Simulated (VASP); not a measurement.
# AlN (F-43m) in VASP: further runs

The runs below take AlN through G0W0 quasiparticle levels, with PBE.

Everything below comes from runs of VASP 6.6.1. Logs are shortened: lines on timing, memory, paths and dates and some standing lists are left out, and cuts for length are marked.

### 1 The cell of the first run

It takes space group F-43m (No. 216, cubic). The conventional cell has a = 4.370 Å, b = 4.370 Å, c = 4.370 Å, α = 90.00°, β = 90.00°, γ = 90.00°. Al (site symmetry -43m) has 4 N at 1.89 Å within 2.5 Å. N (site symmetry -43m) has 4 Al at 1.89 Å within 2.5 Å.

### 2 G0W0 quasiparticle levels, PBE

Input file POSCAR:

```
AlN
1.0
    0.0000000000      2.1848764125      2.1848764125
    2.1848764125      0.0000000000      2.1848764125
    2.1848764125      2.1848764125      0.0000000000
Al N
1 1
Direct
    0.0000000000      0.0000000000      0.0000000000
    0.2500000000      0.2500000000      0.2500000000
```

Input file INCAR.step1:

```
SYSTEM = AlN
  PREC = Accurate
  ENCUT = 500
  EDIFF = 1E-8
  ISMEAR = 0
  SIGMA = 0.01
  LREAL = .FALSE.
  LASPH = .TRUE.
  NELM = 100
  ALGO = Normal
  LWAVE = .TRUE.
  LCHARG = .FALSE.
  GGA = PE
```

Input file INCAR.step2:

```
SYSTEM = AlN
  PREC = Accurate
  ENCUT = 500
  EDIFF = 1E-8
  ISMEAR = 0
  SIGMA = 0.01
  LREAL = .FALSE.
  LASPH = .TRUE.
  NELM = 1
  ALGO = Exact
  LWAVE = .TRUE.
  LCHARG = .FALSE.
  GGA = PE
  NBANDS = 37
  LOPTICS = .TRUE.
  ISTART = 1
```

Input file INCAR.step3:

```
SYSTEM = AlN
  PREC = Accurate
  ENCUT = 500
  EDIFF = 1E-8
  ISMEAR = 0
  SIGMA = 0.01
  LREAL = .FALSE.
  LASPH = .TRUE.
  ALGO = EVGW0
  LWAVE = .FALSE.
  LCHARG = .FALSE.
  GGA = PE
  NELMGW = 1
  NBANDS = 37
  ENCUTGW = 80.0
  NOMEGA = 96
  PRECFOCK = Fast
  ISTART = 1
  NBANDSGW = 12
  OMEGAMAX = 20
```

Input file KPOINTS:

```
regular mesh
0
G
  10 10 10
  0 0 0
```

Potentials or basis: VASP PAW PBE potentials, release 64 (Al_GW, N_GW).

Command:

```bash
$ cat potpaw_PBE.64/Al_GW/POTCAR potpaw_PBE.64/N_GW/POTCAR > POTCAR
$ cp INCAR.step1 INCAR
$ mpirun -np 1 vasp_std > vasp.out
$ cp INCAR.step2 INCAR
$ mpirun -np 1 vasp_std > vasp.out
$ cp INCAR.step3 INCAR
$ mpirun -np 1 vasp_std > vasp.out
```

OUTCAR:

```text
SYSTEM = AlN
   PREC = Accurate
   ENCUT = 500
   EDIFF = 1E-8
   ISMEAR = 0
   LREAL = .FALSE.
   LASPH = .TRUE.
   GGA = PE
   NELMGW = 1
   ENCUTGW = 80.0
   PRECFOCK = Fast
   ISTART = 1

 ion  position               nearest neighbor table
   1  0.000  0.000  0.000-   2 1.89   2 1.89   2 1.89   2 1.89
   2  0.250  0.250  0.250-   1 1.89   1 1.89   1 1.89   1 1.89

  LATTYP: Found a face centered cubic cell.
 ALAT       =     4.3697528250

  Lattice vectors:

 A1 = (   0.0000000000,   2.1848764125,   2.1848764125)
 A2 = (   2.1848764125,   0.0000000000,   2.1848764125)
 A3 = (   2.1848764125,   2.1848764125,   0.0000000000)

Analysis of symmetry for initial positions (statically):
=====================================================================
 Subroutine PRICEL returns:
 Original cell was already a primitive cell.

 Routine SETGRP: Setting up the symmetry group for a
 face centered cubic supercell.

 Subroutine GETGRP returns: Found 24 space group operations
 (whereof 24 operations were pure point group operations)
 out of a pool of 48 trial point group operations.

The static configuration has the point symmetry T_d .

Analysis of symmetry for dynamics (positions and initial velocities):
=====================================================================
 Subroutine PRICEL returns:
 Original cell was already a primitive cell.

 Routine SETGRP: Setting up the symmetry group for a
 face centered cubic supercell.

 Subroutine GETGRP returns: Found 24 space group operations
 (whereof 24 operations were pure point group operations)
 out of a pool of 48 trial point group operations.

The dynamic configuration has the point symmetry T_d .

 Subroutine INISYM returns: Found 24 space group operations
 (whereof 24 operations are pure point group operations),
 and found     1 'primitive' translations

----------------------------------------------------------------------------------------

                                     Primitive cell

  volume of cell :      20.8598

  direct lattice vectors                    reciprocal lattice vectors
     0.000000000  2.184876412  2.184876412    -0.228845896  0.228845896  0.228845896
     2.184876412  0.000000000  2.184876412     0.228845896 -0.228845896  0.228845896
     2.184876412  2.184876412  0.000000000     0.228845896  0.228845896 -0.228845896

  length of vectors
     3.089881855  3.089881855  3.089881855     0.396372719  0.396372719  0.396372719

  position of ions in fractional coordinates (direct lattice)
     0.000000000  0.000000000  0.000000000
     0.250000000  0.250000000  0.250000000

  ion indices of the primitive-cell ions
   primitive index   ion index
                 1           1
                 2           2

----------------------------------------------------------------------------------------

 KPOINTS: regular mesh

Automatic generation of k-mesh.
 Grid dimensions read from file:
 generate k-points for:   10   10   10

 Generating k-lattice:

  Cartesian coordinates                     Fractional coordinates (reciprocal lattice)
    -0.022884590  0.022884590  0.022884590     0.100000000  0.000000000  0.000000000
     0.022884590 -0.022884590  0.022884590     0.000000000  0.100000000  0.000000000
     0.022884590  0.022884590 -0.022884590     0.000000000  0.000000000  0.100000000

  Length of vectors
     0.039637272  0.039637272  0.039637272

  Shift w.r.t. Gamma in fractional coordinates (k-lattice)
     0.000000000  0.000000000  0.000000000

 Subroutine IBZKPT returns following result:
 ===========================================

 Found     47 irreducible k-points:

 Following reciprocal coordinates:
            Coordinates               Weight
  0.000000  0.000000  0.000000      1.000000
  0.100000  0.000000  0.000000      8.000000
  0.200000  0.000000  0.000000      8.000000
  0.300000  0.000000  0.000000      8.000000
  0.400000  0.000000  0.000000      8.000000
  0.500000  0.000000  0.000000      4.000000
[... 16 lines left out ...]
  0.300000  0.300000  0.000000      6.000000
  0.400000  0.300000  0.000000     24.000000
 [... further k-points ...]
   k-points           NKPTS =     47   k-points in BZ     NKDIM =   1000   number of bands    NBANDS=     37
   number of dos      NEDOS =    301   number of ions     NIONS =      2
   total plane-waves  NPLWV =  13824
   dimension x,y,z NGX =    24 NGY =   24 NGZ =   24
   dimension x,y,z NGXF=    48 NGYF=   48 NGZF=   48
   ions per type =               1   1
   NGX,Y,Z   is equivalent  to a cutoff of  12.91, 12.91, 12.91 a.u.
   NGXF,Y,Z  is equivalent  to a cutoff of  25.83, 25.83, 25.83 a.u.
 SYSTEM =  AlN
   PREC   = accura    normal or accurate (medium, high low for compatibility)
   ISTART =      1    job   : 0-new  1-cont  2-samecut
   ICHARG =      0    charge: 1-file 2-atom 10-const
   ISPIN  =      1    spin polarized calculation?
   LNONCOLLINEAR =      F non collinear calculations
   LSORBIT =      F    spin-orbit coupling
   LASPH  =      T    aspherical Exc in radial PAW
   ENCUT  =  500.0 eV  36.75 Ry    6.06 a.u.   5.63  5.63  5.63*2*pi/ulx,y,z
   NELM   =     60;   NELMIN=  2; NELMDL=  0     # of ELM steps
   EDIFF  = 0.1E-07   stopping-criterion for ELM
   LREAL  =      F    real-space projection
   EDIFFG = 0.1E-06   stopping-criterion for IOM
   NSW    =      0    number of steps for IOM
   IBRION =     -1    ionic relax: 0-MD 1-quasi-New 2-CG
   NFREE  =      0    steps in history (QN), initial steepest desc. (CG)
   ISIF   =      0    stress and relaxation
   ISYM   =      3    0-nonsym 1-usesym 2-fastsym
   POTIM  = 0.5000    time-step for ionic-motion
   TEBEG  =    0.0;   TEEND  =   0.0 temperature during run
   PSTRESS=    0.0 pullay stress
   NELECT =       8.0000    total number of electrons
   NUPDOWN=      -1.0000    fix difference up-down
   EMIN   =  10.00;   EMAX   =-10.00  energy-range for DOS
   EFERMI =   0.00;   METHOD = LEGACY
   ISMEAR =     0;   SIGMA  =   0.01  broadening in eV -4-tet -1-fermi 0-gaus
   EFERMI_NEDOS =   21; number of points for ismear=-14 and -15
   IALGO  =     38    algorithm
   IMIX   =      4    mixing-type and parameters
     AMIX     =   0.40;   BMIX     =  1.00
     AMIX_MAG =   1.60;   BMIX_MAG =  1.00
  volume/ion in A,a.u.               =      10.43        70.38
  Fermi-wavevector in a.u.,A,eV,Ry     =   1.189418  2.247675 19.248378  1.414716
  Thomas-Fermi vector in A             =   2.325526
   LORBIT       =      0    0 simple, 1 ext, 2 COOP (PROOUT), +10 PAW based schemes
   GGA     = PE    functional components
   LHFCALC =     T    Hartree Fock is set to
   PRECFOCK=fast      Normal, Fast or Accurate (Low or Medium for compatibility)
   ENCUT4O =  -1.0   cutoff for four orbital integrals eV
   NKREDX  =     1    reduce k-point grid by
   NKREDY  =     1    reduce k-point grid by
   NKREDZ  =     1    reduce k-point grid by
   AEXX    =    1.0000 exact exchange contribution
   HFSCREEN=    0.0000 screening length (either q_TF or 0.3 A-1)
   HFSCREENC=   0.0000 screening length for correlation (either q_TF or 0.3 A-1)
   ENCUTFOCK=  -1.0 apply spherical cutoff to Coloumb kernel
   IVDW    =     0    specifies the selected vdW correction
   LEPSILON=     F    determine dielectric tensor
   LRPA    =     F    only Hartree local field effects (RPA)
   LRPAFORCE           =     F    calculate RPA forces
   ENCUTGW             =  80.0    cutoff for response function in eV
   ENCUTGWSOFT         =  64.0    soft cutoff for Coulomb kernel in GW response function in eV
   ENCUTLF             =  -1.0    cutoff for local field effects
   NELMGW              =     1    number of iterations in solving QP/BSE equation
   NELMHF              =     1    number of iterations in the inner HF iteration
   NKREDLFX            =     1    NKREDLFY  =   1   NKREDLFZ  =   1
 non-spin polarized calculation
 Gauss-broadening in eV      SIGMA  =   0.01
  energy-cutoff  :      500.00
  volume of cell :       20.86
 maximum number of plane-waves:       544
  NGX = 14; NGY = 14; NGZ = 14
   NGX = 11   NGY = 11   NGZ = 11
 maximum number of plane-waves:        40
 NGX is ok and might be reduce to    12

 QP shifts <psi_nk| G(iteration)W_0 |psi_nk>: iteration 1
 for sc-GW calculations column KS-energies equals QP-energies in previous step
 and V_xc(KS)=  KS-energies - (<T + V_ion + V_H > + <T+V_H+V_ion>^1  + <V_x>^1)

 k-point   1 :       0.0000    0.0000    0.0000
  band No.  KS-energies  QP-energies   sigma(KS)   V_xc(KS)     V^pw_x(r,r')   Z            occupation Imag(sigma)

      1     -10.0424     -11.2815     -16.4802     -14.7922     -24.7678       0.7340       2.0000       1.2089
      2       4.9363       4.4756     -17.3432     -16.7547     -20.7261       0.7828       2.0000       0.0475
      3       4.9363       4.4756     -17.3432     -16.7547     -20.7261       0.7828       2.0000       0.0475
      4       4.9363       4.4756     -17.3432     -16.7547     -20.7261       0.7828       2.0000       0.0475
      5       9.1177       9.9848     -11.4381     -12.5003      -7.9455       0.8162       0.0000      -0.0417
      6      17.4754      18.6571      -8.8055     -10.2746      -4.0553       0.8044       0.0000      -0.0862
      7      17.4754      18.6571      -8.8055     -10.2746      -4.0553       0.8044       0.0000      -0.0862
      8      17.4754      18.6571      -8.8055     -10.2746      -4.0553       0.8044       0.0000      -0.0862
      9      22.6073      23.8694      -8.8606     -10.4494      -3.6963       0.7943       0.0000      -0.2407
     10      22.6073      23.8694      -8.8606     -10.4494      -3.6963       0.7943       0.0000      -0.2407
     11      24.0033      24.6692      -8.7987      -9.6481      -2.5913       0.7839       0.0000      -0.7457
     12      24.0033      24.6692      -8.7987      -9.6481      -2.5913       0.7839       0.0000      -0.7457

 k-point   2 :       0.1000    0.0000    0.0000
  band No.  KS-energies  QP-energies   sigma(KS)   V_xc(KS)     V^pw_x(r,r')   Z            occupation Imag(sigma)

      1      -9.8964     -11.1214     -16.5336     -14.8657     -24.8043       0.7345       2.0000       1.1878
      2       4.1246       3.5442     -16.6476     -15.9021     -19.9830       0.7786       2.0000       0.0502
      3       4.8845       4.4130     -17.3148     -16.7120     -20.7101       0.7822       2.0000       0.0478
      4       4.8845       4.4130     -17.3148     -16.7120     -20.7101       0.7822       2.0000       0.0478
      5       9.7790      10.7359     -11.8775     -13.0580      -8.4222       0.8107       0.0000      -0.0425
      6      17.0881      18.2742      -9.0307     -10.5075      -4.3050       0.8031       0.0000      -0.0873
      7      17.6087      18.7943      -8.8567     -10.3354      -4.0537       0.8018       0.0000      -0.0941
      8      17.6087      18.7943      -8.8567     -10.3354      -4.0537       0.8018       0.0000      -0.0941
      9      21.3536      22.3998      -8.6380      -9.9658      -3.4282       0.7879       0.0000      -0.2438
     10      21.3536      22.3998      -8.6380      -9.9658      -3.4282       0.7879       0.0000      -0.2438
     11      23.2162      23.8279      -8.3655      -9.1378      -2.3701       0.7922       0.0000      -0.5983
     12      25.8343      26.7911      -9.0103     -10.2230      -2.8657       0.7890       0.0000      -0.7445
[... 324 lines left out ...]
      1      -8.5015      -9.5979     -17.2621     -15.7271     -25.3342       0.7143       2.0000       0.9384
      2       1.4217       0.5427     -15.5893     -14.4221     -19.4945       0.7531       2.0000       0.0819
      3       3.6962       3.0116     -16.5575     -15.6732     -20.1089       0.7742       2.0000       0.0544
      4       3.6962       3.0116     -16.5575     -15.6732     -20.1089       0.7742       2.0000       0.0544
      5      10.2606      11.0593      -9.6833     -10.6630      -5.8756       0.8153       0.0000      -0.0482
      6      14.6283      15.6190      -8.5545      -9.7566      -4.2894       0.8242       0.0000      -0.0538
      7      16.8046      18.1729     -11.2183     -12.9779      -6.2415       0.7776       0.0000      -0.1296
      8      19.4146      20.7198     -10.0335     -11.7221      -4.5560       0.7730       0.0000      -0.2158
      9      19.4146      20.7198     -10.0335     -11.7221      -4.5560       0.7730       0.0000      -0.2158
     10      25.2923      26.5391      -8.8276     -10.3893      -3.2347       0.7984       0.0000      -0.4358
     11      28.6706      29.9166      -9.5054     -11.0925      -3.1405       0.7851       0.0000      -0.9786
     12      29.0417      30.2908      -8.8261     -10.3169      -2.6859       0.8379       0.0000      -1.0311

 k-point  24 :       0.4000    0.3000    0.0000
  band No.  KS-energies  QP-energies   sigma(KS)   V_xc(KS)     V^pw_x(r,r')   Z            occupation Imag(sigma)

      1      -8.0396      -9.1161     -17.6163     -16.1122     -25.6249       0.7157       2.0000       0.8711
      2       0.7879      -0.1483     -15.2376     -13.9756     -19.2956       0.7419       2.0000       0.0954
      3       3.2337       2.4830     -16.1847     -15.2116     -19.7584       0.7714       2.0000       0.0579
      4       3.5321       2.8248     -16.4803     -15.5648     -20.0528       0.7726       2.0000       0.0553
      5       9.8482      10.5852      -9.3080     -10.2084      -5.5388       0.8185       0.0000      -0.0467
      6      14.4619      15.4782      -8.8261     -10.0618      -4.5978       0.8225       0.0000      -0.0538
      7      17.1722      18.6525     -11.6138     -13.5290      -6.5450       0.7729       0.0000      -0.1383
      8      19.5023      20.7893     -10.0221     -11.6852      -4.4975       0.7738       0.0000      -0.2326
      9      20.0111      21.3090     -10.2751     -11.9752      -4.5487       0.7635       0.0000      -0.2670
     10      26.2136      27.4282      -8.9439     -10.4845      -3.0128       0.7884       0.0000      -0.5362
     11      28.4565      29.7588      -9.4818     -11.1307      -3.2363       0.7898       0.0000      -0.8991
     12      30.2593      31.8727      -9.2885     -11.2816      -3.3155       0.8095       0.0000      -0.9185

 [... further k-points ...]
```

It took 27 min on 1 thread of AMD EPYC 7R13 (Zen 3), shared host; peak memory 0.91 GiB.

Results:

* Quasiparticle gap: 4.34 eV
* Least direct quasiparticle gap: 5.51 eV
* Band gap of the starting levels on the mesh: 3.32 eV
* Least direct gap of the starting levels on the mesh: 4.18 eV

Caveat: bands, screening cutoff and mesh are small and nothing is extrapolated, so the quasiparticle values aren't converged; the structure was generated, so it needn't be the stable form of AlN.

### 3 G0W0 quasiparticle levels, PBE

POSCAR is that of step 2.

Input file INCAR.step1:

```
SYSTEM = AlN
  ALGO = Normal
  EDIFF = 1E-8
  ENCUT = 500
  GGA = PE
  ISMEAR = 0
  LASPH = .TRUE.
  LCHARG = .FALSE.
  LREAL = .FALSE.
  LWAVE = .TRUE.
  NELM = 80
  PREC = Accurate
  SIGMA = 0.01
```

Input file INCAR.step2:

```
SYSTEM = AlN
  ALGO = Exact
  EDIFF = 1E-8
  ENCUT = 500
  GGA = PE
  ISMEAR = 0
  ISTART = 1
  LASPH = .TRUE.
  LCHARG = .FALSE.
  LOPTICS = .TRUE.
  LREAL = .FALSE.
  LWAVE = .TRUE.
  NBANDS = 51
  NELM = 1
  PREC = Accurate
  SIGMA = 0.01
```

Input file INCAR.step3:

```
SYSTEM = AlN
  ALGO = EVGW0
  EDIFF = 1E-8
  ENCUT = 500
  ENCUTGW = 100.0
  GGA = PE
  ISMEAR = 0
  ISTART = 1
  LASPH = .TRUE.
  LCHARG = .FALSE.
  LREAL = .FALSE.
  LWAVE = .FALSE.
  NBANDS = 51
  NBANDSGW = 12
  NELMGW = 1
  NOMEGA = 96
  OMEGAMAX = 30
  PREC = Accurate
  PRECFOCK = Fast
  SIGMA = 0.01
```

Input file KPOINTS:

```
k-points
0
G
  6 6 6
  0 0 0
```

Potentials or basis: VASP PAW PBE potentials, release 64 (Al_GW, N_GW).

Command:

```bash
$ cat potpaw_PBE.64/Al_GW/POTCAR potpaw_PBE.64/N_GW/POTCAR > POTCAR
$ cp INCAR.step1 INCAR
$ mpirun -np 1 vasp_std > vasp.out
$ cp INCAR.step2 INCAR
$ mpirun -np 1 vasp_std > vasp.out
$ cp INCAR.step3 INCAR
$ mpirun -np 1 vasp_std > vasp.out
```

OUTCAR:

```text
SYSTEM = AlN
   EDIFF = 1E-8
   ENCUT = 500
   ENCUTGW = 100.0
   GGA = PE
   ISMEAR = 0
   ISTART = 1
   LASPH = .TRUE.
   LREAL = .FALSE.
   NELMGW = 1
   PREC = Accurate
   PRECFOCK = Fast

 ion  position               nearest neighbor table
   1  0.000  0.000  0.000-   2 1.89   2 1.89   2 1.89   2 1.89
   2  0.250  0.250  0.250-   1 1.89   1 1.89   1 1.89   1 1.89
[... 192 lines left out ...]
      2       4.9386       4.3206     -17.5488     -16.7545     -20.7689       0.7781       2.0000       0.0745
      3       4.9386       4.3206     -17.5488     -16.7545     -20.7689       0.7781       2.0000       0.0745
      4       4.9386       4.3206     -17.5488     -16.7545     -20.7689       0.7781       2.0000       0.0745
      5       9.1192       9.9570     -11.4670     -12.4999      -7.8612       0.8112       0.0000      -0.0664
      6      17.4757      18.5487      -8.9352     -10.2741      -4.0454       0.8014       0.0000      -0.1231
      7      17.4757      18.5487      -8.9352     -10.2741      -4.0454       0.8014       0.0000      -0.1231
      8      17.4757      18.5487      -8.9352     -10.2741      -4.0454       0.8014       0.0000      -0.1231
      9      22.6076      23.7384      -9.0245     -10.4492      -3.6930       0.7937       0.0000      -0.2835
     10      22.6076      23.7384      -9.0245     -10.4492      -3.6930       0.7937       0.0000      -0.2835
     11      24.0038      24.5956      -8.8917      -9.6471      -2.5902       0.7834       0.0000      -0.7897
     12      24.0038      24.5956      -8.8917      -9.6471      -2.5902       0.7834       0.0000      -0.7897
[... 228 lines left out ...]
      1      -7.3197      -8.4619     -18.4294     -16.8540     -26.2418       0.7250       2.0000       0.8663
      2       0.6251      -0.4396     -15.0938     -13.6554     -19.0746       0.7403       2.0000       0.1534
      3       2.1585       1.1747     -15.7484     -14.4551     -19.3685       0.7608       2.0000       0.1110
      4       2.4352       1.4763     -15.2947     -14.0437     -18.6302       0.7665       2.0000       0.1001
      5      10.1832      10.9410     -10.1546     -11.0906      -6.3989       0.8096       0.0000      -0.0728
      6      15.2426      16.3051      -9.8690     -11.1878      -5.3929       0.8056       0.0000      -0.0950
      7      17.9020      18.9014      -9.7415     -11.0180      -4.2802       0.7829       0.0000      -0.2389
      8      17.9453      19.4478     -12.2096     -14.1759      -6.8419       0.7641       0.0000      -0.1939
      9      21.4824      22.6004     -10.2368     -11.7274      -4.0003       0.7501       0.0000      -0.3938
     10      25.1220      26.0966      -9.1122     -10.3644      -2.9651       0.7784       0.0000      -0.5478
     11      29.4596      30.9699     -10.6507     -12.5683      -4.0201       0.7876       0.0000      -0.9808
     12      30.5446      32.1425     -10.3888     -12.3954      -4.1394       0.7963       0.0000      -0.9312
```

Wall time 4 min (1 thread of Intel Xeon 8259CL, shared host); peak memory 0.29 GiB.

Results:

```yaml
Quasiparticle_gap: 4.45 eV
Least_direct_quasiparticle_gap: 5.64 eV
Band_gap_of_the_starting_levels_on_the_mesh: 3.31 eV
Least_direct_gap_of_the_starting_levels_on_the_mesh: 4.18 eV
```

Caveat: the k points lie up to 0.42 Å⁻¹ apart; bands, screening cutoff and mesh are small and nothing is extrapolated, so the quasiparticle values aren't converged; the structure was generated, so it needn't be the stable form of AlN.
